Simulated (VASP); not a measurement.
Set up this calculation in VASP 6.6.1, as the native input.

| Quantity | Value |
| --- | --- |
| Task | single point |
| Functional | r2SCAN |
| Potentials or basis | VASP PAW PBE potentials, release 64 (In_d, Se) |
| Cutoff | 520 eV |
| k mesh | 8 × 8 × 2 |
| Occupations | gaussian, width 0.05 eV |
| Spin | no spin polarisation |
| Dipole correction | no |
| Further INCAR settings | ALGO = Normal; EDIFF = 1e-07; NBANDS = 69 |

Crystal: InSe.

```
In Se
1.0
    -2.00000   -3.46410    0.00000
     2.00000   -3.46410    0.00000
     0.00000    0.00000   25.20001
In Se
6 6
Cartesian
  0.0000 0.0000 19.3924
  0.0000 -2.3094 2.7591
  0.0000 -4.6188 11.0757
  0.0000 -6.9282 22.1918
  0.0000 -2.3094 5.5584
  0.0000 -4.6188 13.8751
  0.0000 -6.9282 9.7991
  0.0000 -2.3094 18.1158
  0.0000 -4.6188 1.4824
  0.0000 -6.9282 15.1509
  0.0000 -2.3094 23.4676
  0.0000 -4.6188 6.8342
```

This cell differs from its parent crystal: the distance across one plane changed.

The input as run:

POSCAR

```
InSe
1.0
   -1.9999996503     -3.4641010095      0.0000000000
    1.9999996503     -3.4641010095      0.0000000000
    0.0000000000      0.0000000000     25.2000100000
In Se
6 6
Direct
    0.0000000000      0.0000000000      0.7695391896
    0.3333333333      0.3333333333      0.1094862769
    0.6666666667      0.6666666667      0.4395127332
    1.0000000000      1.0000000000      0.8806260948
    0.3333333333      0.3333333333      0.2205731821
    0.6666666667      0.6666666667      0.5505996384
    1.0000000000      1.0000000000      0.3888536722
    0.3333333333      0.3333333333      0.7188801285
    0.6666666667      0.6666666667      0.0588272158
    1.0000000000      1.0000000000      0.6012256968
    0.3333333333      0.3333333333      0.9312521532
    0.6666666667      0.6666666667      0.2711992405
```

INCAR.step1

```
ALGO = Normal
EDIFF = 1E-4
ENCUT = 520
GGA = PE
ISMEAR = 0
LASPH = True
LCHARG = False
LREAL = False
LWAVE = True
NBANDS = 69
NELM = 80
PREC = Accurate
SIGMA = 0.05
```

INCAR.step2

```
ALGO = Normal
EDIFF = 1E-7
ENCUT = 520
ISIF = 2
ISMEAR = 0
ISTART = 1
LASPH = True
LCHARG = False
LMIXTAU = True
LREAL = False
LWAVE = False
METAGGA = R2SCAN
NBANDS = 69
NELM = 80
PREC = Accurate
SIGMA = 0.05
```

KPOINTS

```
k-points
0
Gamma
  8 8 2
```

Potentials or basis: VASP PAW PBE potentials, release 64 (In_d, Se).

Command:

```console
$ cat potpaw_PBE.64/In_d/POTCAR potpaw_PBE.64/Se/POTCAR > POTCAR
$ cp INCAR.step1 INCAR
$ mpirun -np 1 vasp_std > vasp.out
$ cp INCAR.step2 INCAR
$ mpirun -np 1 vasp_std > vasp.out
```

It gave:

* Pressure: 1.2 GPa
* Largest force: 0.100 eV/Å
* Band gap on the k mesh: 0.87 eV

Caveat: the cell differs from its parent crystal (the distance across one plane changed); the PAW data sets were made with another functional, which shifts forces and pressure a little; spin-orbit coupling is left out, which moves the levels of the heavy elements.

Run time: 91 min on 1 thread of Oxide Virtual Turin-like Processor, with other jobs on the host, peak memory 0.65 GiB.
